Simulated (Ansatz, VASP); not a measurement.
## CdSe: VASP beside Ansatz

The input INCAR:

```
SYSTEM = CdSe
PREC     = Accurate       ! precision mode
ENCUT    = 520            ! plane-wave cutoff, eV
EDIFF    = 1E-7           ! SCF threshold, eV
ISMEAR   = 0              ! smearing method
SIGMA    = 0.01           ! smearing width, eV
LREAL    = .FALSE.        ! projectors in reciprocal space
LASPH    = .TRUE.         ! aspherical terms in the spheres
NELM     = 80             ! most SCF steps
ALGO     = Normal         ! electronic algorithm
ISIF     = 2              ! what is computed and relaxed
LWAVE    = .FALSE.        ! write WAVECAR
LCHARG   = .TRUE.         ! write CHGCAR
GGA      = PE             ! functional
LELF     = .TRUE.         ! ELF
LVHAR    = .TRUE.       
NBANDS   = 26             ! bands
```

Contents of KPOINTS:

```
Automatic mesh
0
G
  6 6 4
  0 0 0
```

The input POSCAR:

```
CdSe
1.0
    4.3840058047      0.0000000000      0.0000000000
   -2.1920029023      3.7966603972      0.0000000000
    0.0000000000      0.0000000000      7.1556125886
Cd Se
2 2
Direct
    0.3333333333      0.6666666667     -0.0002790363
    0.6666666667      0.3333333333      0.4997209637
    0.3333333333      0.6666666667      0.3752790363
    0.6666666667      0.3333333333      0.8752790363
```

Input for Ansatz:

```yaml
crystal:
  lattice:
    - [4.3840058047, 0.0, 0.0]
    - [-2.1920029023, 3.7966603972, 0.0]
    - [0.0, 0.0, 7.1556125886]
  atoms:
    - { symbol: Cd, position: [0.3333333333, 0.6666666667, -0.0002790363] }
    - { symbol: Cd, position: [0.6666666667, 0.3333333333, 0.4997209637] }
    - { symbol: Se, position: [0.3333333333, 0.6666666667, 0.3752790363] }
    - { symbol: Se, position: [0.6666666667, 0.3333333333, 0.8752790363] }
kpoints:
  mp_grid: { grid: [6, 6, 4] }
hamiltonian:
  xc: pbe
scf:
  occupations: { method: fixed }
  n_extra_bands: 5
output:
  forces: true
  stress: true
  eigenvalues: true
```

Alike in both runs: task single point; functional PBE; k mesh 6 × 6 × 4; no spin polarisation.

|  | VASP | Ansatz |
| --- | --- | --- |
| version | VASP 6.6.1 | Ansatz 0.2.0 |
| potentials or method | VASP PAW PBE potentials, release 64 (Cd, Se) | plane waves, PAW |
| plane-wave cutoff (eV) | 520 | 420 |
| occupations | gaussian, width 0.01 eV | fixed |
| valence electrons in the cell | 36 | 72 |

```csv
,VASP,Ansatz,Ansatz less VASP
gap on the k mesh at the Fermi level (eV),0.54,0.54,+0.002
pressure (GPa),0.2,0.0,-0.25
```

VASP's potentials hold 36 valence electrons a cell and Ansatz's 72, so a difference there can come from the potentials and not from the codes.
